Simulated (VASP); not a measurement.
CdF2: single point with r2SCAN

The system is CdF2.

```
CELL_PARAMETERS angstrom
0.00000 2.54546 2.54546
2.54546 0.00000 2.54546
2.54546 2.54546 0.00000
ATOMIC_POSITIONS crystal
Cd 0.00000 0.00000 0.00000
F 0.25000 0.25000 0.25000
F 0.75000 0.75000 0.75000
```

This cell differs from its parent crystal: strain -5.5%.

* Program: VASP 6.6.1
* Task: single point
* Functional: r2SCAN
* Potentials or basis: VASP PAW PBE potentials, release 64 (Cd_sv_GW, F)
* Cutoff: 770 eV
* k mesh: 8 × 8 × 8
* Occupations: gaussian, width 0.01 eV
* Spin: no spin polarisation

| Property | Result |
| --- | --- |
| Pressure | 28.5 GPa |
| Band gap on the k mesh | 4.42 eV (least direct gap 4.66 eV) |

Levels at points of the mesh, in eV from the valence-band top:
```csv
k point,band 15,band 16,band 17,band 18,band 19,band 20
"(0.00, 0.00, 0.00)",-0.24,-0.24,-0.24,4.42,14.38,14.38
"(0.50, 0.00, 0.00)",-2.63,-0.25,-0.25,9.44,10.17,17.22
"(0.50, 0.50, 0.00)",-0.96,-0.12,-0.12,10.40,11.62,12.57
```

Run time: 2.1 min on 1 thread of Intel(R) Xeon(R) Platinum 8488C (Sapphire Rapids), with other jobs on the host, peak memory 0.24 GiB.

Caveat: the cell differs from its parent crystal (strain -5.5%); the cell stands under pressure; the PAW data sets were made with another functional, which shifts forces and pressure a little. A k mesh can miss the band edges.
